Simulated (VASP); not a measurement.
# HfC63 (a cell with a defect) in VASP: single point with PBEsol

Aim: the single point of HfC63 (a cell with a defect) with PBEsol.

Program: VASP 6.6.1. These are calculated values, not measurements. Logs are shortened: lines on timing, memory, paths and dates and some standing lists are left out, and cuts for length are marked.

**1. The cell of the first run**

The cell holds a defect, 64 atoms: a = 7.108 Å, b = 7.108 Å, c = 7.108 Å, α = 90.00°, β = 90.00°, γ = 90.00°.

**2. Single point, PBEsol**

Contents of INCAR:

```
PREC = Accurate ; ENCUT = 520
EDIFF = 1E-7 ; ISMEAR = -1
SIGMA = 0.05 ; LREAL = Auto
LASPH = True ; NELM = 80
ALGO = Normal ; ISIF = 2
LWAVE = False ; LCHARG = False
GGA = PS ; ISYM = 0
NBANDS = 169
```

Contents of KPOINTS:

```
Automatic mesh
0
Gamma
  1 1 1
  0.25 0.25 0.25
```

Contents of POSCAR:

```
HfC63
1.0
    7.1076060000      0.0000000000      0.0000000000
    0.0000000000      7.1076060000      0.0000000000
    0.0000000000      0.0000000000      7.1076060000
C Hf
63 1
Direct
    0.0010520000      0.0005370000      0.0001350000
    0.9993590000      0.9988630000      0.5006230000
    0.9993570000      0.5010210000      0.9984630000
    0.0006850000      0.5013580000      0.5009520000
    0.5015290000      0.9988510000      0.9984520000
    0.5018570000      0.0001780000      0.5009450000
    0.5018570000      0.5013430000      0.9997770000
    0.1273640000      0.1268450000      0.1264430000
    0.1216190000      0.1211180000      0.6275770000
    0.1216160000      0.6279770000      0.1207170000
    0.1256530000      0.6256640000      0.6252610000
    0.6284870000      0.1211020000      0.1207040000
    0.6261680000      0.1251350000      0.6252600000
    0.6261700000      0.6256540000      0.1247360000
    0.6327010000      0.6321930000      0.6317910000
    0.2509350000      0.2504200000      0.0028470000
    0.2439190000      0.2434190000      0.5087070000
    0.2503770000      0.7524240000      0.9987690000
    0.2438320000      0.7604950000      0.4989150000
    0.7529360000      0.2498600000      0.9987610000
    0.7609900000      0.2433350000      0.4989140000
    0.7505120000      0.7500020000      0.9987010000
    0.7507160000      0.7502090000      0.5001570000
    0.3785620000      0.3780420000      0.1241780000
    0.3484370000      0.3479420000      0.6691310000
    0.3773550000      0.8816210000      0.1202240000
    0.3753040000      0.8768670000      0.6260240000
    0.8821350000      0.3768430000      0.1202210000
    0.8773690000      0.3748100000      0.6260330000
    0.8758370000      0.8753270000      0.1244350000
    0.8755900000      0.8750850000      0.6239290000
    0.2509350000      0.0032480000      0.2500190000
    0.2503780000      0.9991690000      0.7520240000
    0.2439110000      0.5091060000      0.2430150000
    0.2438360000      0.4993120000      0.7600920000
    0.7529370000      0.9991600000      0.2494590000
    0.7505120000      0.9990990000      0.7496040000
    0.7609860000      0.4993090000      0.2429390000
    0.7507170000      0.5005550000      0.7498070000
    0.3785630000      0.1245790000      0.3776420000
    0.3773560000      0.1206230000      0.8812220000
    0.3484310000      0.6695360000      0.3475440000
    0.3753030000      0.6264240000      0.8764660000
    0.8821360000      0.1206200000      0.3764420000
    0.8758380000      0.1248350000      0.8749290000
    0.8773680000      0.6264330000      0.3744090000
    0.8755910000      0.6243260000      0.8746860000
    0.0037630000      0.2504190000      0.2500150000
    0.9996700000      0.2498680000      0.7520300000
    0.9996680000      0.7524300000      0.2494670000
    0.9996130000      0.7500060000      0.7496060000
    0.5096300000      0.2433930000      0.2429960000
    0.4998240000      0.2433360000      0.7600750000
    0.4998230000      0.7604730000      0.2429390000
    0.5010550000      0.7502050000      0.7498040000
    0.1250810000      0.3780540000      0.3776480000
    0.1211180000      0.3768480000      0.8812420000
    0.1211150000      0.8816430000      0.3764480000
    0.1253460000      0.8753340000      0.8749330000
    0.6700500000      0.3479120000      0.3475200000
    0.6269360000      0.3747990000      0.8764610000
    0.6269380000      0.8768610000      0.3744020000
    0.6248280000      0.8750850000      0.8746860000
    0.4625880000      0.4620630000      0.4616560000
```

Potentials or basis: VASP PAW PBE potentials, release 64 (C, Hf_pv).

Run with:

```
$ cat potpaw_PBE.64/C/POTCAR potpaw_PBE.64/Hf_pv/POTCAR > POTCAR
$ mpirun -np 1 vasp_std > vasp.out
```

OUTCAR:

```text
PREC = Accurate
   ENCUT = 520
   EDIFF = 1E-7
   ISMEAR = -1
   LREAL = Auto
   LASPH = True
   NELM = 80
   ISIF = 2
   GGA = PS
   ISYM = 0

 ion  position               nearest neighbor table
   1  0.001  0.001  0.000-  59 1.54  45 1.54  30 1.54   8 1.55
   2  0.999  0.999  0.501-  58 1.49  44 1.49  31 1.52   9 1.52
   3  0.999  0.501  0.998-  57 1.49  28 1.49  47 1.52  10 1.52
   4  0.001  0.501  0.501-  56 1.52  11 1.53  46 1.54  29 1.54
   5  0.502  0.999  0.998-  41 1.49  26 1.49  63 1.52  12 1.52
   6  0.502  0.000  0.501-  40 1.52  13 1.53  62 1.54  27 1.54
   7  0.502  0.501  1.000-  24 1.52  14 1.53  61 1.54  43 1.54
   8  0.127  0.127  0.126-  16 1.52  32 1.52  48 1.52   1 1.55
   9  0.122  0.121  0.628-  17 1.49   2 1.52  49 1.54  33 1.54
  10  0.122  0.628  0.121-  34 1.49   3 1.52  50 1.54  18 1.54
  11  0.126  0.626  0.625-   4 1.53  51 1.54  19 1.56  35 1.56  64 2.91
  12  0.628  0.121  0.121-  52 1.49   5 1.52  36 1.54  20 1.54
  13  0.626  0.125  0.625-   6 1.53  37 1.54  53 1.56  21 1.56  64 2.90
  14  0.626  0.626  0.125-   7 1.53  22 1.54  38 1.56  54 1.56  64 2.90
  15  0.633  0.632  0.632-  23 1.51  39 1.51  55 1.51  64 2.09
  16  0.251  0.250  0.003-   8 1.52  24 1.55  41 1.55  57 1.55
  17  0.244  0.243  0.509-   9 1.49  25 1.55  56 1.58  40 1.58  64 2.22
  18  0.250  0.752  0.999-  59 1.53  43 1.53  10 1.54  26 1.55
  19  0.244  0.760  0.499-  42 1.46  58 1.50  27 1.54  11 1.56  64 2.64
  20  0.753  0.250  0.999-  45 1.53  61 1.53  12 1.54  28 1.55
  21  0.761  0.243  0.499-  60 1.46  44 1.50  29 1.54  13 1.56  64 2.64
  22  0.751  0.750  0.999-  14 1.54  47 1.54  63 1.54  30 1.54
[... 23 lines left out ...]
  46  0.877  0.626  0.374-  50 1.53   4 1.54  38 1.54  23 1.54
  47  0.876  0.624  0.875-   3 1.52  39 1.53  22 1.54  51 1.54
  48  0.004  0.250  0.250-   8 1.52  56 1.55  28 1.55  44 1.55
  49  1.000  0.250  0.752-  45 1.53  29 1.53   9 1.54  57 1.55
  50  1.000  0.752  0.249-  30 1.53  46 1.53  10 1.54  58 1.55
  51  1.000  0.750  0.750-  11 1.54  31 1.54  47 1.54  59 1.54
  52  0.510  0.243  0.243-  12 1.49  60 1.55  40 1.58  24 1.58  64 2.22
  53  0.500  0.243  0.760-  25 1.46  41 1.50  61 1.54  13 1.56  64 2.64
  54  0.500  0.760  0.243-  42 1.46  26 1.50  62 1.54  14 1.56  64 2.64
  55  0.501  0.750  0.750-  15 1.51  63 1.53  27 1.54  43 1.54  64 2.91
  56  0.125  0.378  0.378-   4 1.52  48 1.55  34 1.58  17 1.58  64 2.54
  57  0.121  0.377  0.881-   3 1.49  35 1.50  49 1.55  16 1.55
  58  0.121  0.882  0.376-   2 1.49  19 1.50  50 1.55  32 1.55
  59  0.125  0.875  0.875-  33 1.53  18 1.53   1 1.54  51 1.54
  60  0.670  0.348  0.348-  21 1.46  38 1.46  52 1.55  64 1.87
  61  0.627  0.375  0.876-  20 1.53   7 1.54  53 1.54  39 1.54
  62  0.627  0.877  0.374-  36 1.53   6 1.54  54 1.54  23 1.54
  63  0.625  0.875  0.875-   5 1.52  55 1.53  37 1.54  22 1.54
  64  0.463  0.462  0.462-  60 1.87  42 1.87  25 1.87  15 2.09  17 2.22  34 2.22  52 2.22  24 2.54
                            40 2.54  56 2.54  38 2.64  54 2.64  21 2.64  53 2.64  35 2.64  19 2.64

IMPORTANT INFORMATION: All symmetrisations will be switched off!
NOSYMM: (Re-)initialisation of all symmetry stuff for point group C_1.

----------------------------------------------------------------------------------------

                                     Primitive cell

  volume of cell :     359.0625

  direct lattice vectors                    reciprocal lattice vectors
     7.107606000  0.000000000  0.000000000     0.140694349  0.000000000  0.000000000
     0.000000000  7.107606000  0.000000000     0.000000000  0.140694349  0.000000000
     0.000000000  0.000000000  7.107606000     0.000000000  0.000000000  0.140694349

  length of vectors
     7.107606000  7.107606000  7.107606000     0.140694349  0.140694349  0.140694349

  position of ions in fractional coordinates (direct lattice)
     0.001052000  0.000537000  0.000135000
     0.999359000  0.998863000  0.500623000
     0.999357000  0.501021000  0.998463000
     0.000685000  0.501358000  0.500952000
     0.501529000  0.998851000  0.998452000
     0.501857000  0.000178000  0.500945000
[... 56 lines left out ...]
     0.624828000  0.875085000  0.874686000
     0.462588000  0.462063000  0.461656000

  ion indices of the primitive-cell ions
   primitive index   ion index
                 1           1
                 2           2
                 3           3
                 4           4
                 5           5
                 6           6
[... 56 lines left out ...]
                63          63
                64          64

----------------------------------------------------------------------------------------

 KPOINTS: Automatic mesh

Automatic generation of k-mesh.
 Grid dimensions read from file:
 generate k-points for:    1    1    1

 Generating k-lattice:

  Cartesian coordinates                     Fractional coordinates (reciprocal lattice)
     0.140694349  0.000000000  0.000000000     1.000000000  0.000000000  0.000000000
     0.000000000  0.140694349  0.000000000     0.000000000  1.000000000  0.000000000
     0.000000000  0.000000000  0.140694349     0.000000000  0.000000000  1.000000000

  Length of vectors
     0.140694349  0.140694349  0.140694349

  Shift w.r.t. Gamma in fractional coordinates (k-lattice)
     0.250000000  0.250000000  0.250000000

 Subroutine IBZKPT returns following result:
 ===========================================

 Found      4 irreducible k-points:

 Following reciprocal coordinates:
            Coordinates               Weight
  0.250000  0.250000  0.250000      2.000000
 -0.250000  0.250000  0.250000      2.000000
 -0.250000 -0.250000  0.250000      2.000000
  0.250000 -0.250000  0.250000      2.000000
   k-points           NKPTS =      4   k-points in BZ     NKDIM =      4   number of bands    NBANDS=    169
   number of dos      NEDOS =    301   number of ions     NIONS =     64
   total plane-waves  NPLWV = 157464
   dimension x,y,z NGX =    54 NGY =   54 NGZ =   54
   dimension x,y,z NGXF=   108 NGYF=  108 NGZF=  108
   ions per type =              63   1
   NGX,Y,Z   is equivalent  to a cutoff of  12.63, 12.63, 12.63 a.u.
   NGXF,Y,Z  is equivalent  to a cutoff of  25.26, 25.26, 25.26 a.u.
 SYSTEM =  unknown system
   PREC   = accura    normal or accurate (medium, high low for compatibility)
   ISTART =      0    job   : 0-new  1-cont  2-samecut
   ICHARG =      2    charge: 1-file 2-atom 10-const
   ISPIN  =      1    spin polarized calculation?
   LNONCOLLINEAR =      F non collinear calculations
   LSORBIT =      F    spin-orbit coupling
   LASPH  =      T    aspherical Exc in radial PAW
   ENCUT  =  520.0 eV  38.22 Ry    6.18 a.u.  13.22 13.22 13.22*2*pi/ulx,y,z
   NELM   =     80;   NELMIN=  2; NELMDL= -5     # of ELM steps
   EDIFF  = 0.1E-06   stopping-criterion for ELM
   LREAL  =      T    real-space projection
   EDIFFG = 0.1E-05   stopping-criterion for IOM
   NSW    =      0    number of steps for IOM
   IBRION =     -1    ionic relax: 0-MD 1-quasi-New 2-CG
   NFREE  =      0    steps in history (QN), initial steepest desc. (CG)
   ISIF   =      2    stress and relaxation
   ISYM   =      0    0-nonsym 1-usesym 2-fastsym
   POTIM  = 0.5000    time-step for ionic-motion
   TEBEG  =    0.0;   TEEND  =   0.0 temperature during run
   PSTRESS=    0.0 pullay stress
   NELECT =     262.0000    total number of electrons
   NUPDOWN=      -1.0000    fix difference up-down
   EMIN   =  10.00;   EMAX   =-10.00  energy-range for DOS
   EFERMI =   0.00;   METHOD = LEGACY
   ISMEAR =    -1;   SIGMA  =   0.05  broadening in eV -4-tet -1-fermi 0-gaus
   EFERMI_NEDOS =   21; number of points for ismear=-14 and -15
   IALGO  =     38    algorithm
   IMIX   =      4    mixing-type and parameters
     AMIX     =   0.40;   BMIX     =  1.00
     AMIX_MAG =   1.60;   BMIX_MAG =  1.00
  volume/ion in A,a.u.               =       5.61        37.86
  Fermi-wavevector in a.u.,A,eV,Ry     =   1.473845  2.785164 29.554849  2.172220
  Thomas-Fermi vector in A             =   2.588689
   LORBIT       =      0    0 simple, 1 ext, 2 COOP (PROOUT), +10 PAW based schemes
   GGA     = PS    functional components
   LHFCALC =     F    Hartree Fock is set to
   AEXX    =    0.0000 exact exchange contribution
   IVDW    =     0    specifies the selected vdW correction
   LEPSILON=     F    determine dielectric tensor
   LRPA    =     F    only Hartree local field effects (RPA)
 non-spin polarized calculation
  energy-cutoff  :      520.00
  volume of cell :      359.06
 maximum number of plane-waves:      9651
 NGX is ok and might be reduce to    54
   NGX = 27   NGY = 27   NGZ = 27

 number of electron     261.9999991 magnetization

 Free energy of the ion-electron system (eV)
  ---------------------------------------------------
  ext. energy  EPLUGINS =         0.00000000
  ---------------------------------------------------
  free energy    TOTEN  =      -603.50221956 eV

  energy without entropy =     -603.50221956  energy(sigma->0) =     -603.50221956

 E-fermi :  12.0039     XC(G=0): -13.6071

 val. band max:       10.8115174477   @ k =  -0.2500  -0.2500   0.2500
 cond. band min:      14.1257719115   @ k =   0.2500  -0.2500   0.2500
 fundamental gap:      3.3142544638
 Fermi energy:        12.0039258264

 k-point     1 :       0.2500    0.2500    0.2500
  band No.  band energies     occupation
      1     -18.7145      2.00000
      2     -18.7144      2.00000
      3     -18.5514      2.00000
      4     -11.3044      2.00000
      5     -10.2262      2.00000
      6     -10.2261      2.00000
[... 573 lines left out ...]
    142      15.9505      0.00000
    143      16.1360      0.00000
 [bands above 143 left out]

------------------------ aborting loop because EDIFF is reached ----------------------------------------

  FORCE on cell =-STRESS in cart. coord.  units (eV):
  Direction    XX          YY          ZZ          XY          YZ          ZX
  --------------------------------------------------------------------------------------
  -------------------------------------------------------------------------------------
  Total       46.4141200     46.4188552     46.4187603    -12.9353534    -12.9243108    -12.9403934
  in kB      207.1050398    207.1261687    207.1257452    -57.7190060    -57.6697327    -57.7414954
  external PRESSURE =     207.1189845 kB  Pullay stress =       0.0000000 kB

 VOLUME and BASIS-vectors are now :
 -----------------------------------------------------------------------------
  energy-cutoff  :      520.00
  volume of cell :      359.06
      direct lattice vectors                 reciprocal lattice vectors
     7.107606000  0.000000000  0.000000000     0.140694349  0.000000000  0.000000000
     0.000000000  7.107606000  0.000000000     0.000000000  0.140694349  0.000000000
     0.000000000  0.000000000  7.107606000     0.000000000  0.000000000  0.140694349

 POSITION                                       TOTAL-FORCE (eV/Angst)
 -----------------------------------------------------------------------------------
      0.00748      0.00382      0.00096         0.056385      0.063282      0.071067
      7.10305      7.09952      3.55823         0.065752      0.070008      0.063042
      7.10304      3.56106      7.09668         0.063180      0.065586      0.069700
      0.00487      3.56346      3.56057         0.021426      0.062076      0.067178
      3.56467      7.09944      7.09660         0.065995      0.060583      0.063862
      3.56700      0.00127      3.56052         0.062493      0.025577      0.069080
[... 56 lines left out ...]
      4.44103      6.21976      6.21692        -0.052387     -0.020925     -0.018117
      3.28789      3.28416      3.28127        -0.042213     -0.041144     -0.038921
 -----------------------------------------------------------------------------------
    total drift:                                0.009806      0.003021     -0.006715

  FREE ENERGIE OF THE ION-ELECTRON SYSTEM (eV)
  ---------------------------------------------------
  free  energy   TOTEN  =      -603.5022195634 eV

  energy  without entropy=     -603.5022195633  energy(sigma->0) =     -603.50221956
```

Run time: 5.6 min. Hardware: 1 thread of Intel Xeon Platinum 8488C (Sapphire Rapids), shared host; peak memory 0.46 GiB.

What came out:

* Free energy: -603.5022 eV
* Pressure: 20.7 GPa
* Largest force: 0.298 eV/Å
* Band gap on the k mesh: 3.31 eV

Forces in eV/Å, atoms in the order of the input:
```
C    0.056  0.063  0.071
C    0.066  0.070  0.063
C    0.063  0.066  0.070
C    0.021  0.062  0.067
C    0.066  0.061  0.064
C    0.062  0.026  0.069
C    0.068  0.067  0.026
C   -0.093 -0.085 -0.085
C   -0.136 -0.136 -0.059
C   -0.134 -0.059 -0.136
C   -0.100 -0.022 -0.020
C   -0.056 -0.133 -0.136
C   -0.027 -0.095 -0.020
C   -0.027 -0.024 -0.092
C    0.024  0.025  0.027
C    0.077  0.077  0.050
C    0.153  0.155  0.167
C    0.102  0.095  0.073
C    0.026  0.205 -0.074
C    0.092  0.104  0.072
C    0.207  0.025 -0.074
C    0.058  0.056  0.094
C    0.026  0.025 -0.037
C   -0.087 -0.086  0.022
C   -0.206 -0.206 -0.063
C    0.053 -0.112 -0.016
C   -0.072 -0.080 -0.085
C   -0.113  0.049 -0.015
C   -0.080 -0.071 -0.087
C   -0.072 -0.071 -0.100
C   -0.011 -0.011 -0.061
C    0.078  0.051  0.075
C    0.101  0.076  0.095
C    0.156  0.166  0.156
C    0.026 -0.072  0.202
C    0.090  0.074  0.103
C    0.058  0.097  0.053
C    0.205 -0.073  0.022
C    0.027 -0.038  0.023
C   -0.087  0.021 -0.087
C    0.053 -0.018 -0.114
C   -0.205 -0.066 -0.204
C   -0.071 -0.087 -0.079
C   -0.113 -0.015  0.048
C   -0.074 -0.095 -0.072
C   -0.083 -0.085 -0.075
C   -0.015 -0.057 -0.011
C    0.054  0.077  0.076
C    0.073  0.103  0.093
C    0.074  0.092  0.102
C    0.096  0.056  0.055
C    0.163  0.160  0.160
C   -0.073  0.020  0.204
C   -0.071  0.204  0.017
C   -0.038  0.025  0.023
C    0.028 -0.092 -0.090
C   -0.017  0.049 -0.113
C   -0.014 -0.114  0.051
C   -0.092 -0.079 -0.079
C   -0.067 -0.203 -0.203
C   -0.087 -0.073 -0.079
C   -0.087 -0.081 -0.071
C   -0.052 -0.021 -0.018
Hf  -0.042 -0.041 -0.039
```

Caveat: the k points lie up to 0.88 Å⁻¹ apart; the PAW data sets were made with another functional, which shifts forces and pressure a little; spin-orbit coupling is left out, which moves the levels of the heavy elements.
